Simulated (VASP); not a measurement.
# Si16Ag (a cell with a defect) in VASP: single point with PBE

Aim: the single point of Si16Ag (a cell with a defect) with PBE.

Program: VASP 6.6.1. These are calculated values, not measurements. Logs are shortened: lines on timing, memory, paths and dates and some standing lists are left out, and cuts for length are marked.

**1. The cell of the first run**

The cell holds a defect, 17 atoms: a = 7.736 Å, b = 7.736 Å, c = 7.736 Å, α = 60.00°, β = 60.00°, γ = 60.00°.

**2. Single point, PBE**

File INCAR:

```
PREC = Accurate
ENCUT = 520
EDIFF = 1E-6
ISMEAR = 0
SIGMA = 0.02
LREAL = Auto
LASPH = True
NELM = 60
ALGO = Normal
ISIF = 2
LWAVE = False
LCHARG = False
GGA = PE
NELECT = 74.0
NBANDS = 52
```

File KPOINTS:

```
regular mesh
0
Gamma
  2 2 2
```

File POSCAR:

```
Si16Ag
1.0
    0.0000000000      5.4700937548     -5.4700937548
    5.4700937548      5.4700937548      0.0000000000
    5.4700937548      0.0000000000     -5.4700937548
Si Ag
16 1
Direct
    0.1305260992      0.1417990321      0.1264243413
    0.1358914551      0.5997065402      0.1291235638
    0.5861168279      0.1491681928      0.1297760206
    0.6382285490      0.6514581211      0.0728733396
    0.1034765628      0.1172882091      0.6700906171
    0.1311351381      0.6318848734      0.6125574168
    0.6188503619      0.1449129641      0.6117590758
    0.6150844301      0.6282644602      0.6150648692
    0.2749577187      0.7392881514      0.2423491369
    0.2230831051      0.2365154160      0.2993604083
    0.7331963911      0.7445890660      0.2451709349
    0.7260542832      0.2883791523      0.2417932963
    0.2429009556      0.7443238055      0.7591100237
    0.2466494288      0.2596466466      0.7566461720
    0.7577365555      0.7710809337      0.7021278194
    0.7301868449      0.2560657208      0.7599347811
   -0.0682552287     -0.0551907359      0.1831444843
```

Potentials or basis: VASP PAW PBE potentials, release 64 (Si, Ag).

Command:

```sh
$ cat potpaw_PBE.64/Si/POTCAR potpaw_PBE.64/Ag/POTCAR > POTCAR
$ mpirun -np 1 vasp_std > vasp.out
```

OUTCAR:

```text
PREC = Accurate
   ENCUT = 520
   EDIFF = 1E-6
   ISMEAR = 0
   LREAL = Auto
   LASPH = True
   NELM = 60
   ISIF = 2
   GGA = PE
   NELECT = 74.0

 ion  position               nearest neighbor table
   1  0.131  0.142  0.126-  10 2.30  14 2.34  17 2.42   9 2.55  12 2.56
   2  0.136  0.600  0.129-  10 2.32  13 2.34  17 2.46   9 2.48  11 2.55
   3  0.586  0.149  0.130-  10 2.32  16 2.34  17 2.46  12 2.47  11 2.56
   4  0.638  0.651  0.073-  11 2.30  12 2.32   9 2.32  15 2.34
   5  0.103  0.117  0.670-  10 2.34  14 2.36  13 2.37  16 2.37  17 3.24
   6  0.131  0.632  0.613-   9 2.34  13 2.35  14 2.36  15 2.37
   7  0.619  0.145  0.612-  12 2.34  16 2.35  14 2.36  15 2.37
   8  0.615  0.628  0.615-  11 2.34  13 2.35  16 2.36  15 2.37
   9  0.275  0.739  0.242-   4 2.32   6 2.34  17 2.46   2 2.48   1 2.55
  10  0.223  0.237  0.299-   1 2.30   3 2.32   2 2.32   5 2.34
  11  0.733  0.745  0.245-   4 2.30   8 2.34  17 2.43   2 2.55   3 2.56
  12  0.726  0.288  0.242-   4 2.32   7 2.34  17 2.46   3 2.47   1 2.56
  13  0.243  0.744  0.759-   2 2.34   6 2.35   8 2.35   5 2.37
  14  0.247  0.260  0.757-   1 2.34   6 2.36   7 2.36   5 2.36
  15  0.758  0.771  0.702-   4 2.34   8 2.37   6 2.37   7 2.37  17 3.28
  16  0.730  0.256  0.760-   3 2.34   7 2.35   8 2.36   5 2.37
  17  0.932  0.945  0.183-   1 2.42  11 2.43   2 2.46   3 2.46   9 2.46  12 2.46   5 3.24  15 3.28

  LATTYP: Found a face centered cubic cell.
 ALAT       =    10.9401875096

  Lattice vectors:

 A1 = (   0.0000000000,   5.4700937548,  -5.4700937548)
 A2 = (   5.4700937548,   5.4700937548,   0.0000000000)
 A3 = (   5.4700937548,   0.0000000000,  -5.4700937548)

Analysis of symmetry for initial positions (statically):
=====================================================================
 Subroutine PRICEL returns:
 Original cell was already a primitive cell.

 Routine SETGRP: Setting up the symmetry group for a
 face centered cubic supercell.

 Subroutine GETGRP returns: Found  1 space group operations
 (whereof  1 operations were pure point group operations)
 out of a pool of 48 trial point group operations.

The static configuration has the point symmetry C_1 .

Analysis of symmetry for dynamics (positions and initial velocities):
=====================================================================
 Subroutine PRICEL returns:
 Original cell was already a primitive cell.

 Routine SETGRP: Setting up the symmetry group for a
 face centered cubic supercell.

 Subroutine GETGRP returns: Found  1 space group operations
 (whereof  1 operations were pure point group operations)
 out of a pool of 48 trial point group operations.

The dynamic configuration has the point symmetry C_1 .

 Subroutine INISYM returns: Found  1 space group operations
 (whereof  1 operations are pure point group operations),
 and found     1 'primitive' translations

----------------------------------------------------------------------------------------

                                     Primitive cell

  volume of cell :     327.3515

  direct lattice vectors                    reciprocal lattice vectors
     0.000000000  5.470093755 -5.470093755    -0.091406112  0.091406112 -0.091406112
     5.470093755  5.470093755  0.000000000     0.091406112  0.091406112  0.091406112
     5.470093755  0.000000000 -5.470093755     0.091406112 -0.091406112 -0.091406112

  length of vectors
     7.735880775  7.735880775  7.735880775     0.158320029  0.158320029  0.158320029

  position of ions in fractional coordinates (direct lattice)
     0.130526099  0.141799032  0.126424341
     0.135891455  0.599706540  0.129123564
     0.586116828  0.149168193  0.129776021
     0.638228549  0.651458121  0.072873340
     0.103476563  0.117288209  0.670090617
     0.131135138  0.631884873  0.612557417
[... 9 lines left out ...]
     0.730186845  0.256065721  0.759934781
     0.931744771  0.944809264  0.183144484

  ion indices of the primitive-cell ions
   primitive index   ion index
                 1           1
                 2           2
                 3           3
                 4           4
                 5           5
                 6           6
[... 9 lines left out ...]
                16          16
                17          17

----------------------------------------------------------------------------------------

 KPOINTS: regular mesh

Automatic generation of k-mesh.
 Grid dimensions read from file:
 generate k-points for:    2    2    2

 Generating k-lattice:

  Cartesian coordinates                     Fractional coordinates (reciprocal lattice)
    -0.045703056  0.045703056 -0.045703056     0.500000000  0.000000000  0.000000000
     0.045703056  0.045703056  0.045703056     0.000000000  0.500000000  0.000000000
     0.045703056 -0.045703056 -0.045703056     0.000000000  0.000000000  0.500000000

  Length of vectors
     0.079160015  0.079160015  0.079160015

  Shift w.r.t. Gamma in fractional coordinates (k-lattice)
     0.000000000  0.000000000  0.000000000

 Subroutine IBZKPT returns following result:
 ===========================================

 Found      8 irreducible k-points:

 Following reciprocal coordinates:
            Coordinates               Weight
  0.000000  0.000000  0.000000      1.000000
  0.500000  0.000000  0.000000      1.000000
  0.000000  0.500000  0.000000      1.000000
  0.000000  0.000000  0.500000      1.000000
  0.500000  0.500000  0.500000      1.000000
  0.500000  0.500000  0.000000      1.000000
  0.000000  0.500000  0.500000      1.000000
  0.500000  0.000000  0.500000      1.000000
   k-points           NKPTS =      8   k-points in BZ     NKDIM =      8   number of bands    NBANDS=     52
   number of dos      NEDOS =    301   number of ions     NIONS =     17
   total plane-waves  NPLWV = 216000
   dimension x,y,z NGX =    60 NGY =   60 NGZ =   60
   dimension x,y,z NGXF=   120 NGYF=  120 NGZF=  120
   ions per type =              16   1
   NGX,Y,Z   is equivalent  to a cutoff of  12.89, 12.89, 12.89 a.u.
   NGXF,Y,Z  is equivalent  to a cutoff of  25.79, 25.79, 25.79 a.u.
 SYSTEM =  unknown system
   PREC   = accura    normal or accurate (medium, high low for compatibility)
   ISTART =      0    job   : 0-new  1-cont  2-samecut
   ICHARG =      2    charge: 1-file 2-atom 10-const
   ISPIN  =      1    spin polarized calculation?
   LNONCOLLINEAR =      F non collinear calculations
   LSORBIT =      F    spin-orbit coupling
   LASPH  =      T    aspherical Exc in radial PAW
   ENCUT  =  520.0 eV  38.22 Ry    6.18 a.u.  14.38 14.38 14.38*2*pi/ulx,y,z
   NELM   =     60;   NELMIN=  2; NELMDL= -5     # of ELM steps
   EDIFF  = 0.1E-05   stopping-criterion for ELM
   LREAL  =      T    real-space projection
   EDIFFG = 0.1E-04   stopping-criterion for IOM
   NSW    =      0    number of steps for IOM
   IBRION =     -1    ionic relax: 0-MD 1-quasi-New 2-CG
   NFREE  =      0    steps in history (QN), initial steepest desc. (CG)
   ISIF   =      2    stress and relaxation
   ISYM   =      2    0-nonsym 1-usesym 2-fastsym
   POTIM  = 0.5000    time-step for ionic-motion
   TEBEG  =    0.0;   TEEND  =   0.0 temperature during run
   PSTRESS=    0.0 pullay stress
   NELECT =      74.0000    total number of electrons
   NUPDOWN=      -1.0000    fix difference up-down
   EMIN   =  10.00;   EMAX   =-10.00  energy-range for DOS
   EFERMI =   0.00;   METHOD = LEGACY
   ISMEAR =     0;   SIGMA  =   0.02  broadening in eV -4-tet -1-fermi 0-gaus
   EFERMI_NEDOS =   21; number of points for ismear=-14 and -15
   IALGO  =     38    algorithm
   IMIX   =      4    mixing-type and parameters
     AMIX     =   0.40;   BMIX     =  1.00
     AMIX_MAG =   1.60;   BMIX_MAG =  1.00
  volume/ion in A,a.u.               =      19.26       129.95
  Fermi-wavevector in a.u.,A,eV,Ry     =   0.997273  1.884572 13.531715  0.994553
  Thomas-Fermi vector in A             =   2.129418
   LORBIT       =      0    0 simple, 1 ext, 2 COOP (PROOUT), +10 PAW based schemes
   GGA     = PE    functional components
   LHFCALC =     F    Hartree Fock is set to
   AEXX    =    0.0000 exact exchange contribution
   IVDW    =     0    specifies the selected vdW correction
   LEPSILON=     F    determine dielectric tensor
   LRPA    =     F    only Hartree local field effects (RPA)
 non-spin polarized calculation
 Gauss-broadening in eV      SIGMA  =   0.02
  energy-cutoff  :      520.00
  volume of cell :      327.35
 maximum number of plane-waves:      8824
 NGX is ok and might be reduce to    60
   NGX = 29   NGY = 29   NGZ = 29

 number of electron      74.0000001 magnetization

 Free energy of the ion-electron system (eV)
  ---------------------------------------------------
  ext. energy  EPLUGINS =         0.00000000
  ---------------------------------------------------
  free energy    TOTEN  =       -92.13566025 eV

  energy without entropy =      -92.13565548  energy(sigma->0) =      -92.13565786

 E-fermi :   6.5340     XC(G=0):  -9.6190

 val. band max:        6.4833570056   @ k =   0.0000   0.0000   0.0000
 cond. band min:       6.5858946069   @ k =   0.0000   0.0000   0.0000
 fundamental gap:      0.1025376013
 Fermi energy:         6.5339604327

 k-point     1 :       0.0000    0.0000    0.0000
  band No.  band energies     occupation
      1      -5.7642      2.00000
      2      -3.5122      2.00000
      3      -3.4972      2.00000
      4      -3.3510      2.00000
      5      -3.3074      2.00000
      6      -2.2829      2.00000
[... 41 lines left out ...]
     48       8.5067      0.00000
     49       8.6092      0.00000

 k-point     2 :       0.5000    0.0000    0.0000
  band No.  band energies     occupation
      1      -5.0077      2.00000
      2      -4.9156      2.00000
      3      -3.3368      2.00000
      4      -3.1344      2.00000
      5      -3.0670      2.00000
      6      -3.0050      2.00000
[... 304 lines left out ...]
 k-point     8 :       0.5000    0.0000    0.5000
  band No.  band energies     occupation
      1      -4.7678      2.00000
      2      -4.6341      2.00000
      3      -3.8610      2.00000
      4      -3.7266      2.00000
      5      -3.6769      2.00000
      6      -3.5935      2.00000
[... 41 lines left out ...]
     48      10.3856      0.00000
     49      10.4384      0.00000
 [bands above 49 left out]

------------------------ aborting loop because EDIFF is reached ----------------------------------------

  FORCE on cell =-STRESS in cart. coord.  units (eV):
  Direction    XX          YY          ZZ          XY          YZ          ZX
  --------------------------------------------------------------------------------------
  -------------------------------------------------------------------------------------
  Total       -1.5381678     -0.6498431     -1.5469651      0.7288033     -0.7329537     -0.2082406
  in kB       -7.5283534     -3.1805688     -7.5714106      3.5670286     -3.5873421     -1.0192051
  external PRESSURE =      -6.0934443 kB  Pullay stress =       0.0000000 kB

 VOLUME and BASIS-vectors are now :
 -----------------------------------------------------------------------------
  energy-cutoff  :      520.00
  volume of cell :      327.35
      direct lattice vectors                 reciprocal lattice vectors
     0.000000000  5.470093755 -5.470093755    -0.091406112  0.091406112 -0.091406112
     5.470093755  5.470093755  0.000000000     0.091406112  0.091406112  0.091406112
     5.470093755  0.000000000 -5.470093755     0.091406112 -0.091406112 -0.091406112

 POSITION                                       TOTAL-FORCE (eV/Angst)
 -----------------------------------------------------------------------------------
      1.46721      1.48964     -1.40554         0.011582     -0.025861      0.019747
      3.98677      4.02379     -1.44966         0.007429      0.000592     -0.010514
      1.52585      4.02208     -3.91600        -0.015177     -0.007308     -0.037997
      3.96216      7.05471     -3.88979         0.011128      0.000048     -0.003429
      4.30704      1.20760     -4.23148        -0.003241      0.001899      0.008221
      6.80722      4.17379     -4.06807        -0.011028      0.001960      0.008681
[... 9 lines left out ...]
      5.55762      5.39489     -8.15111        -0.007108      0.016783      0.021843
      6.17001     10.26493     -6.09855         0.001591      0.018925      0.034035
 -----------------------------------------------------------------------------------
    total drift:                               -0.005098     -0.004972      0.007283

  FREE ENERGIE OF THE ION-ELECTRON SYSTEM (eV)
  ---------------------------------------------------
  free  energy   TOTEN  =       -92.1356602457 eV

  energy  without entropy=      -92.1356554761  energy(sigma->0) =      -92.13565786
```

Run time: 2.3 min. Hardware: 1 thread of AMD EPYC 9R45 (Zen 5), shared host; peak memory 0.46 GiB.

Results:

```yaml
Free_energy: -92.1357 eV
Largest_force: 0.042 eV/Å
```

Forces in eV/Å, atoms in the order of the input:
```
Si   0.012 -0.026  0.020
Si   0.007  0.001 -0.011
Si  -0.015 -0.007 -0.038
Si   0.011  0.000 -0.003
Si  -0.003  0.002  0.008
Si  -0.011  0.002  0.009
Si  -0.010 -0.017 -0.008
Si   0.000  0.011 -0.006
Si  -0.008 -0.006 -0.030
Si   0.003  0.009  0.008
Si   0.024 -0.015  0.012
Si   0.001  0.002 -0.015
Si  -0.019 -0.003 -0.004
Si   0.001  0.012 -0.003
Si   0.013  0.000  0.005
Si  -0.007  0.017  0.022
Ag   0.002  0.019  0.034
```

Caveat: the k points lie up to 0.50 Å⁻¹ apart; the cell carries a net charge on a neutralising background, which shifts energy and pressure; the cell is charged against a uniform background, so pressure and absolute levels hang on convention.
